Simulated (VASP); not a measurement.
A run of VASP 6.6.1 is set up as follows.

The input INCAR:

```
ALGO = Normal
EDIFF = 1E-6
ENCUT = 520
GGA = CA
ISIF = 2
ISMEAR = 0
LASPH = True
LCHARG = False
LREAL = False
LWAVE = False
NBANDS = 28
NELM = 60
PREC = Accurate
SIGMA = 0.05
```

The input KPOINTS:

```
k-points
0
Gamma
  4 4 4
```

The input POSCAR:

```
CsCaBr3
1.0
    5.7086657300      0.0000000000      0.0000000000
    0.0000000000      5.7942957160      0.0000000000
    0.0000000000      0.0000000000      5.7086657300
Cs Ca Br
1 1 3
Direct
    0.0000000000      0.0000000000      0.0000000000
    0.5000000000      0.5000000000      0.5000000000
    0.5000000000      0.0000000000      0.5000000000
    0.0000000000      0.5000000000      0.5000000000
    0.5000000000      0.5000000000      0.0000000000
```

Potentials or basis: VASP PAW LDA potentials, release 64 (Cs_sv, Ca_sv, Br).

Command:

```sh
$ cat potpaw_LDA.64/Cs_sv/POTCAR potpaw_LDA.64/Ca_sv/POTCAR potpaw_LDA.64/Br/POTCAR > POTCAR
$ mpirun -np 1 vasp_std > vasp.out
```

Question: Predict the pressure.

Answer: -2.2 GPa.

Question: What does it give for the band gap on the k mesh?

Answer: 4.03 eV, indirect (least direct gap 4.30 eV).

Stress tensor (GPa, compression positive):
```
-2.09  0.00  0.00
 0.00 -2.54  0.00
 0.00  0.00 -2.09
```

Caveat: the cell differs from its parent crystal (strain +0.0150 x Voigt [0, 1, 0, 0, 0, 0]); spin-orbit coupling is left out, which moves the levels of the heavy elements. A k mesh can miss the band edges.
